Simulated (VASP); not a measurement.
Wanted: the native input for a VASP 6.6.1 run.

```
Task                   : single point
Functional             : PBE
Potentials or basis    : VASP PAW PBE potentials, release 64 (Be, Li_sv)
Cutoff                 : 520 eV
k mesh                 : 5 × 5 × 3
Occupations            : gaussian, width 0.05 eV
Spin                   : no spin polarisation
Dipole correction      : no
Further INCAR settings : LREAL = Auto; ALGO = Normal; EDIFF = 1e-06; NBANDS = 32
```

The structure of LiBe16 (a cell with a defect) lies in POSCAR:

```
LiBe16
1.0
   -2.2900000000     -3.9663960000      0.0000000000
    3.4350000000     -1.9831980000      0.0000000000
    0.0000000000      0.0000000000      7.1768600000
Be Li
16 1
Direct
    0.7605422507      0.5283926718     -0.0071797875
    0.5098144329      0.3520406482      0.2385801261
    0.7822405097      0.4439985413      0.4930813734
    0.5097215490      0.3520859645      0.7469747045
    0.5110871948      0.0341965552     -0.0072918077
    0.2558003619      0.9005889923      0.2392024597
    0.5742793319      0.0426007195      0.4926720255
    0.2558492862      0.9003619161      0.7464427088
    0.2663933230      0.5440281930     -0.0071451804
    0.0142671503      0.3979337437      0.2401359308
    0.1908744003      0.2230919394      0.4930107080
    0.0144342705      0.3978064260      0.7458379224
    0.0071654438      0.0391635256     -0.0072120686
    0.7435170996      0.8477154006      0.2380247543
   -0.0219993370     -0.1623214704      0.4925066710
    0.7437810383      0.8479086990      0.7472372828
    0.3768236240      0.6320073842      0.4927388969
```

One way to write it, as run:

INCAR

```
PREC = Accurate ; ENCUT = 520
EDIFF = 1E-6 ; ISMEAR = 0
SIGMA = 0.05 ; LREAL = Auto
LASPH = True ; NELM = 60
ALGO = Normal ; ISIF = 2
LWAVE = False ; LCHARG = False
GGA = PE ; NBANDS = 32
```

KPOINTS

```
Automatic mesh
0
Gamma
  5 5 3
```

Potentials or basis: VASP PAW PBE potentials, release 64 (Be, Li_sv).

Run with:

```sh
$ cat potpaw_PBE.64/Be/POTCAR potpaw_PBE.64/Li_sv/POTCAR > POTCAR
$ mpirun -np 1 vasp_std > vasp.out
```

It gave:

```json
{
  "Largest force": "0.013 eV/Å"
}
```

It took 110 s on 1 thread of Intel(R) Xeon(R) 6975P-C (Granite Rapids), with other jobs on the host, peak memory 0.28 GiB.
